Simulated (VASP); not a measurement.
Wanted: the native input for a VASP 6.6.1 run.

- Task: single point
- Functional: RPBE
- Dispersion: D3(BJ)
- Potentials or basis: VASP PAW PBE potentials, release 64 (Al)
- Cutoff: 520 eV
- k mesh: 11 × 11 × 11
- Occupations: tetrahedron
- Spin: no spin polarisation
- Dipole correction: no
- Further INCAR settings: ALGO = Normal; EDIFF = 1e-06; NBANDS = 8

The structure of Al lies in POSCAR:

```
Al
1.0
    0.0000000000      2.0514502267      2.0514502267
    2.0514502267      0.0000000000      2.0514502267
    2.0514502267      2.0514502267      0.0000000000
Al
1
Direct
    0.0000000000      0.0000000000      0.0000000000
```

These files were run (other wordings do the same):

INCAR

```
ALGO = Normal
EDIFF = 1E-6
ENCUT = 520
GGA = RP
ISIF = 2
ISMEAR = -5
IVDW = 12
LASPH = True
LCHARG = True
LELF = True
LREAL = False
LVHAR = True
LWAVE = False
NBANDS = 8
NELM = 60
PREC = Accurate
SIGMA = 0.05
```

KPOINTS

```
k-points
0
Gamma
  11 11 11
```

Potentials or basis: VASP PAW PBE potentials, release 64 (Al).

Run with:

```sh
$ cat potpaw_PBE.64/Al/POTCAR > POTCAR
$ mpirun -np 1 vasp_std > vasp.out
```

Results of the run:

| Quantity | Value |
| --- | --- |
| Pressure | -21.6 GPa |
| Dispersion energy per atom | -1.679 eV |

Caveat: the PAW data sets were made with another functional, which shifts forces and pressure a little; pairwise dispersion overbinds metals, which lowers pressure and volume; tetrahedron occupations give inexact forces and stress in metals.

Wall time 16 s on 1 thread of AMD EPYC 7R13, with other jobs on the host, peak memory 0.11 GiB.
